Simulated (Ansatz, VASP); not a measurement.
Pb in VASP and in Ansatz

The input INCAR:

```
SYSTEM = Pb
PREC     = Accurate       ! precision mode
ENCUT    = 600            ! plane-wave cutoff, eV
EDIFF    = 1E-7           ! SCF threshold, eV
ISMEAR   = -1             ! smearing method
SIGMA    = 0.05           ! smearing width, eV
LREAL    = .FALSE.        ! projectors in reciprocal space
LASPH    = .TRUE.         ! aspherical terms in the spheres
NELM     = 100            ! most SCF steps
ALGO     = Normal         ! electronic algorithm
ISIF     = 3              ! what is computed and relaxed
LWAVE    = .FALSE.        ! write WAVECAR
LCHARG   = .FALSE.        ! write CHGCAR
GGA      = PE             ! functional
IBRION   = 2              ! ionic algorithm
NSW      = 45             ! ionic steps
EDIFFG   = -0.005         ! ionic threshold
```

Contents of KPOINTS:

```
Automatic mesh
0
G
  15 15 15
  0 0 0
```

Contents of POSCAR:

```
Pb
1.0
   -2.0000535952      2.0000535952      2.0000535952
    2.0000535952     -2.0000535952      2.0000535952
    2.0000535952      2.0000535952     -2.0000535952
Pb
1
Direct
    0.0000000000      0.0000000000      0.0000000000
```

Input for Ansatz:

```yaml
crystal:
  lattice:
    - [-2.0000535952, 2.0000535952, 2.0000535952]
    - [2.0000535952, -2.0000535952, 2.0000535952]
    - [2.0000535952, 2.0000535952, -2.0000535952]
  atoms:
    - { symbol: Pb, position: [0.0, 0.0, 0.0] }
kpoints:
  mp_grid: { grid: [15, 15, 15] }
scf:
  occupations: { method: fermi_dirac, width: 0.05 }
hamiltonian:
  xc: pbe
  pseudopotentials:
    kind: all_electron
    lapw: { basis_error: 0.0005 }
    relativity: none
output:
  forces: true
  stress: true
  eigenvalues: true
  populations: true
relax:
  f_tol: 0.005
  max_steps: 25
  cell: {}
```

Alike in both runs: task relaxation of cell and atoms; functional PBE; k mesh 15 × 15 × 15; occupations fermi-dirac, width 0.05 eV; no spin polarisation.

```csv
,VASP,Ansatz
version,VASP 6.6.1,Ansatz 0.2.0
potentials or method,"VASP PAW PBE potentials, release 64 (Pb_d), cutoff 600 eV","all-electron LAPW, non-relativistic"
```

```csv
,VASP,Ansatz,Ansatz less VASP
relaxed volume (Å³/atom),32.00,32.44,+0.441
relaxed cell length with the largest relative difference (Å),3.464,3.480,+0.0158
```

Ansatz ran all-electron here, and VASP with PAW potentials.

Neither program's run includes spin-orbit coupling. Noted on VASP's run: the relaxation stopped at its first step, so nothing moved.
